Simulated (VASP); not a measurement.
# ZnS (R3m) in VASP: notebook

The runs below take ZnS through single point, with r2SCAN.

Program: VASP 6.6.1. These are calculated values, not measurements. Logs are shortened: lines on timing, memory, paths and dates and some standing lists are left out, and cuts for length are marked.

## 1. The cell of the first run

Symmetry: R3m, No. 160, trigonal system. Conventional cell: a = 3.807 Å, b = 3.807 Å, c = 28.062 Å, α = 90.00°, β = 90.00°, γ = 120.00°. Zn (site symmetry 3m) has 4 S at 2.33 to 2.34 Å within 3.1 Å. Zn (site symmetry 3m) has 4 S at 2.33 Å within 3.1 Å. Zn (site symmetry 3m) has 4 S at 2.33 to 2.34 Å within 3.1 Å. Within 3.1 Å of S (site symmetry 3m) lie 4 Zn at 2.33 to 2.34 Å. S (site symmetry 3m) has 4 Zn at 2.33 to 2.34 Å within 3.1 Å. Within 3.1 Å of S (site symmetry 3m) lie 4 Zn at 2.33 Å.

## 2. Single point, r2SCAN

Contents of POSCAR:

```
ZnS
1.0
    1.9036300233      1.0990613064      9.3541347988
   -1.9036300233      1.0990613064      9.3541347988
    0.0000000000     -2.1981226128      9.3541347988
Zn S
3 3
Direct
    0.9999789174      0.9999789174      0.9999789174
    0.2222813885      0.2222813885      0.2222813885
    0.4445836769      0.4445836769      0.4445836769
    0.0832619665      0.0832619665      0.0832619665
    0.5278285134      0.5278285134      0.5278285134
    0.3053915373      0.3053915373      0.3053915373
```

Contents of INCAR.step1:

```
PREC = Accurate ; ENCUT = 520
ISMEAR = 0 ; SIGMA = 0.02
LREAL = False ; LASPH = True
NELM = 100 ; NBANDS = 36
GGA = PE ; ALGO = Normal
EDIFF = 1E-4 ; LWAVE = True
LCHARG = False
```

Contents of INCAR.step2:

```
PREC = Accurate ; ENCUT = 520
EDIFF = 1E-7 ; ISMEAR = 0
SIGMA = 0.02 ; LREAL = False
LASPH = True ; NELM = 100
ALGO = Normal ; ISIF = 2
LWAVE = False ; LCHARG = False
METAGGA = R2SCAN ; LMIXTAU = True
NBANDS = 36 ; ISTART = 1
```

Contents of KPOINTS:

```
regular mesh
0
Gamma
  6 6 6
```

Potentials or basis: VASP PAW PBE potentials, release 64 (Zn, S).

Launch:

```
cat potpaw_PBE.64/Zn/POTCAR potpaw_PBE.64/S/POTCAR > POTCAR
cp INCAR.step1 INCAR
mpirun -np 1 vasp_std > vasp.out
cp INCAR.step2 INCAR
mpirun -np 1 vasp_std > vasp.out
```

OUTCAR:

```text
PREC = Accurate
   ENCUT = 520
   EDIFF = 1E-7
   ISMEAR = 0
   LREAL = False
   LASPH = True
   NELM = 100
   ISIF = 2
   METAGGA = R2SCAN
   ISTART = 1

 ion  position               nearest neighbor table
   1  1.000  1.000  1.000-   6 2.33   6 2.33   6 2.33   4 2.34
   2  0.222  0.222  0.222-   6 2.33   5 2.33   5 2.33   5 2.33
   3  0.445  0.445  0.445-   4 2.33   4 2.33   4 2.33   5 2.34
   4  0.083  0.083  0.083-   3 2.33   3 2.33   3 2.33   1 2.34
   5  0.528  0.528  0.528-   2 2.33   2 2.33   2 2.33   3 2.34
   6  0.305  0.305  0.305-   2 2.33   1 2.33   1 2.33   1 2.33

  LATTYP: Found a trigonal (rhomboedric) cell.
 ALAT       =     9.6089323473
 COS(alpha) =     0.9215044900

  Lattice vectors:

 A1 = (   1.9036300233,   1.0990613064,   9.3541347988)
 A2 = (  -1.9036300233,   1.0990613064,   9.3541347988)
 A3 = (   0.0000000000,  -2.1981226128,   9.3541347988)

Analysis of symmetry for initial positions (statically):
=====================================================================
 Subroutine PRICEL returns:
 Original cell was already a primitive cell.

 Routine SETGRP: Setting up the symmetry group for a
 trigonal (rhombohedral) supercell.

 Subroutine GETGRP returns: Found  6 space group operations
 (whereof  6 operations were pure point group operations)
 out of a pool of 12 trial point group operations.

The static configuration has the point symmetry C_3v.

Analysis of symmetry for dynamics (positions and initial velocities):
=====================================================================
 Subroutine PRICEL returns:
 Original cell was already a primitive cell.

 Routine SETGRP: Setting up the symmetry group for a
 trigonal (rhombohedral) supercell.

 Subroutine GETGRP returns: Found  6 space group operations
 (whereof  6 operations were pure point group operations)
 out of a pool of 12 trial point group operations.

The dynamic configuration has the point symmetry C_3v.

 Subroutine INISYM returns: Found  6 space group operations
 (whereof  6 operations are pure point group operations),
 and found     1 'primitive' translations

----------------------------------------------------------------------------------------

                                     Primitive cell

  volume of cell :     117.4247

  direct lattice vectors                    reciprocal lattice vectors
     1.903630023  1.099061306  9.354134799     0.262656080  0.151644559  0.035634865
    -1.903630023  1.099061306  9.354134799    -0.262656080  0.151644559  0.035634865
[... 93 lines left out ...]
   EDIFF  = 0.1E-06   stopping-criterion for ELM
   LREAL  =      F    real-space projection
   EDIFFG = 0.1E-05   stopping-criterion for IOM
   NSW    =      0    number of steps for IOM
   IBRION =     -1    ionic relax: 0-MD 1-quasi-New 2-CG
   NFREE  =      0    steps in history (QN), initial steepest desc. (CG)
   ISIF   =      2    stress and relaxation
   ISYM   =      2    0-nonsym 1-usesym 2-fastsym
   POTIM  = 0.5000    time-step for ionic-motion
   TEBEG  =    0.0;   TEEND  =   0.0 temperature during run
   PSTRESS=    0.0 pullay stress
   NELECT =      54.0000    total number of electrons
   NUPDOWN=      -1.0000    fix difference up-down
   EMIN   =  10.00;   EMAX   =-10.00  energy-range for DOS
   EFERMI =   0.00;   METHOD = LEGACY
   ISMEAR =     0;   SIGMA  =   0.02  broadening in eV -4-tet -1-fermi 0-gaus
   EFERMI_NEDOS =   21; number of points for ismear=-14 and -15
   IALGO  =     38    algorithm
   IMIX   =      4    mixing-type and parameters
     AMIX     =   0.40;   BMIX     =  1.00
     AMIX_MAG =   1.60;   BMIX_MAG =  1.00
  volume/ion in A,a.u.               =      19.57       132.07
  Fermi-wavevector in a.u.,A,eV,Ry     =   1.263629  2.387913 21.725220  1.596759
  Thomas-Fermi vector in A             =   2.396976
   LORBIT       =      0    0 simple, 1 ext, 2 COOP (PROOUT), +10 PAW based schemes
   METAGGA = R2SCAN    functional components
   LHFCALC =     F    Hartree Fock is set to
   AEXX    =    0.0000 exact exchange contribution
   IVDW    =     0    specifies the selected vdW correction
   LEPSILON=     F    determine dielectric tensor
   LRPA    =     F    only Hartree local field effects (RPA)
 non-spin polarized calculation
 Gauss-broadening in eV      SIGMA  =   0.02
  energy-cutoff  :      520.00
  volume of cell :      117.42
 maximum number of plane-waves:      3183
   NGX = 35   NGY = 35   NGZ = 35

 number of electron      53.9999979 magnetization

 Free energy of the ion-electron system (eV)
  ---------------------------------------------------
  ext. energy  EPLUGINS =         0.00000000
  ---------------------------------------------------
  free energy    TOTEN  =       -56.58638249 eV

  energy without entropy =      -56.58638249  energy(sigma->0) =      -56.58638249

 E-fermi :   2.0064     XC(G=0): -10.3194

 val. band max:        1.9202453717   @ k =   0.0000   0.0000   0.0000
 cond. band min:       4.6842644806   @ k =   0.0000   0.0000   0.0000
 fundamental gap:      2.7640191090
 Fermi energy:         2.0064118435

 k-point     1 :       0.0000    0.0000    0.0000
  band No.  band energies     occupation
      1     -11.8304      2.00000
      2     -11.1473      2.00000
      3     -11.1372      2.00000
      4      -4.6173      2.00000
      5      -4.6076      2.00000
      6      -4.6076      2.00000
[... 925 lines left out ...]
     35      10.0444      0.00000
     36      11.2431      0.00000

 [... further k-points ...]
[... 5 lines left out ...]
  --------------------------------------------------------------------------------------
  -------------------------------------------------------------------------------------
  Total        0.0570354      0.0570354      0.0507194     -0.0000000      0.0000000     -0.0000000
  in kB        0.7782083      0.7782083      0.6920307     -0.0000000      0.0000000     -0.0000000
  external PRESSURE =       0.7494825 kB  Pullay stress =       0.0000000 kB

 VOLUME and BASIS-vectors are now :
 -----------------------------------------------------------------------------
  energy-cutoff  :      520.00
  volume of cell :      117.42
      direct lattice vectors                 reciprocal lattice vectors
     1.903630023  1.099061306  9.354134799     0.262656080  0.151644559  0.035634865
    -1.903630023  1.099061306  9.354134799    -0.262656080  0.151644559  0.035634865
     0.000000000 -2.198122613  9.354134799     0.000000000 -0.303289117  0.035634865

 POSITION                                       TOTAL-FORCE (eV/Angst)
 -----------------------------------------------------------------------------------
      0.00000      0.00000     28.06181         0.000000      0.000000     -0.004391
      0.00000      0.00000      6.23775         0.000000     -0.000000     -0.003962
      0.00000      0.00000     12.47609         0.000000      0.000000     -0.006535
      0.00000      0.00000      2.33653         0.000000      0.000000      0.003772
      0.00000      0.00000     14.81214         0.000000      0.000000      0.005384
      0.00000      0.00000      8.57002         0.000000      0.000000      0.005732
 -----------------------------------------------------------------------------------
    total drift:                               -0.000000      0.000000     -0.023536

  FREE ENERGIE OF THE ION-ELECTRON SYSTEM (eV)
  ---------------------------------------------------
  free  energy   TOTEN  =       -56.5863824933 eV

  energy  without entropy=      -56.5863824933  energy(sigma->0) =      -56.58638249
```

OSZICAR.step1:

```text
N       E                     dE             d eps       ncg     rms          rms(c)
DAV:   1     0.414637671414E+03    0.41464E+03   -0.25228E+04  2304   0.181E+03
DAV:   2     0.293506891463E+02   -0.38529E+03   -0.37007E+03  2304   0.404E+02
DAV:   3    -0.199267059205E+02   -0.49277E+02   -0.48669E+02  2608   0.138E+02
DAV:   4    -0.217688394368E+02   -0.18421E+01   -0.18359E+01  2800   0.267E+01
DAV:   5    -0.217974522661E+02   -0.28613E-01   -0.28600E-01  2788   0.333E+00    0.122E+01
DAV:   6    -0.205013647308E+02    0.12961E+01   -0.26221E+00  3364   0.402E+01    0.938E+00
DAV:   7    -0.205457492606E+02   -0.44385E-01   -0.28084E+00  2556   0.774E+00    0.374E+00
DAV:   8    -0.205125338402E+02    0.33215E-01   -0.13459E-01  2996   0.341E+00    0.112E+00
DAV:   9    -0.205126182635E+02   -0.84423E-04   -0.37644E-02  3080   0.210E+00    0.336E-01
DAV:  10    -0.205127857493E+02   -0.16749E-03   -0.17682E-03  2732   0.566E-01    0.163E-01
DAV:  11    -0.205131450621E+02   -0.35931E-03   -0.59587E-04  2468   0.301E-01    0.111E-01
DAV:  12    -0.205131468535E+02   -0.17914E-05   -0.85905E-05  1648   0.257E-01
   1 F= -.20513147E+02 E0= -.20513147E+02  d E =-.906528E-16
```

Wall time 24 min (1 thread of Intel Xeon 6975P-C (Granite Rapids), shared host); peak memory 0.86 GiB.

Results:

| Quantity | Value |
| --- | --- |
| Free energy | -56.5864 eV |
| Pressure | 0.1 GPa |
| Largest force | 0.007 eV/Å |
| Band gap on the k mesh | 2.76 eV |

Forces on the atoms (eV/Å):
```
Zn   0.000  0.000 -0.004
Zn   0.000  0.000 -0.004
Zn   0.000  0.000 -0.007
S    0.000  0.000  0.004
S    0.000  0.000  0.005
S    0.000  0.000  0.006
```

Caveat: the PAW data sets were made with another functional, which shifts forces and pressure a little.

## 3. Single point, r2SCAN

POSCAR is that of step 2.

Contents of INCAR.step1:

```
SYSTEM = ZnS
ALGO     = Normal         ! electronic algorithm
EDIFF    = 1E-4           ! SCF threshold, eV
ENCUT    = 520            ! plane-wave cutoff, eV
GGA      = PE             ! functional
ISMEAR   = 0              ! smearing method
LASPH    = .True.         ! aspherical terms in the spheres
LCHARG   = .False.        ! write CHGCAR
LREAL    = .False.        ! projectors in reciprocal space
LWAVE    = .True.         ! write WAVECAR
NBANDS   = 36             ! bands
NELM     = 80             ! most SCF steps
PREC     = Accurate       ! precision mode
SIGMA    = 0.02           ! smearing width, eV
```

Contents of INCAR.step2:

```
SYSTEM = ZnS
ALGO     = Normal         ! electronic algorithm
EDIFF    = 1E-7           ! SCF threshold, eV
ENCUT    = 520            ! plane-wave cutoff, eV
ISIF     = 2              ! what is computed and relaxed
ISMEAR   = 0              ! smearing method
ISTART   = 1            
LASPH    = .True.         ! aspherical terms in the spheres
LCHARG   = .False.        ! write CHGCAR
LMIXTAU  = .True.       
LREAL    = .False.        ! projectors in reciprocal space
LWAVE    = .False.        ! write WAVECAR
METAGGA  = R2SCAN         ! meta-GGA
NBANDS   = 36             ! bands
NELM     = 80             ! most SCF steps
PREC     = Accurate       ! precision mode
SIGMA    = 0.02           ! smearing width, eV
```

Contents of KPOINTS:

```
k-points
0
Gamma
  6 6 6
  0 0 0
```

Potentials or basis: VASP PAW PBE potentials, release 64 (Zn, S).

Launch:

```
cat potpaw_PBE.64/Zn/POTCAR potpaw_PBE.64/S/POTCAR > POTCAR
cp INCAR.step1 INCAR
mpirun -np 1 vasp_std > vasp.out
cp INCAR.step2 INCAR
mpirun -np 1 vasp_std > vasp.out
```

It took 23 min on 1 thread of Intel Xeon 6975P-C (Granite Rapids), shared host; peak memory 0.87 GiB.

The run converged. Its results:

```
Free energy            : -56.5864 eV
Pressure               : 0.1 GPa
Largest force          : 0.007 eV/Å
Band gap on the k mesh : 2.76 eV
```

Forces in eV/Å, atoms in the order of the input:
```
Zn   0.000  0.000 -0.004
Zn   0.000  0.000 -0.004
Zn   0.000  0.000 -0.007
S    0.000  0.000  0.004
S    0.000  0.000  0.005
S    0.000  0.000  0.006
```

Levels at points of the mesh, in eV from the valence-band top:
| k point | band 25 | band 26 | band 27 | band 28 | band 29 | band 30 |
| --- | --- | --- | --- | --- | --- | --- |
| (0.00, 0.00, 0.00) | -0.06 | 0.00 | 0.00 | 2.76 | 3.85 | 4.00 |
| (0.50, 0.00, 0.00) | -1.99 | -1.33 | -0.91 | 3.74 | 4.31 | 4.49 |
| (0.50, 0.50, 0.00) | -1.31 | -1.31 | -1.30 | 3.76 | 4.02 | 4.74 |
| (0.50, 0.50, 0.50) | -0.26 | -0.24 | -0.24 | 3.68 | 3.84 | 3.99 |

Caveat: the PAW data sets were made with another functional, which shifts forces and pressure a little. A k mesh can miss the band edges.
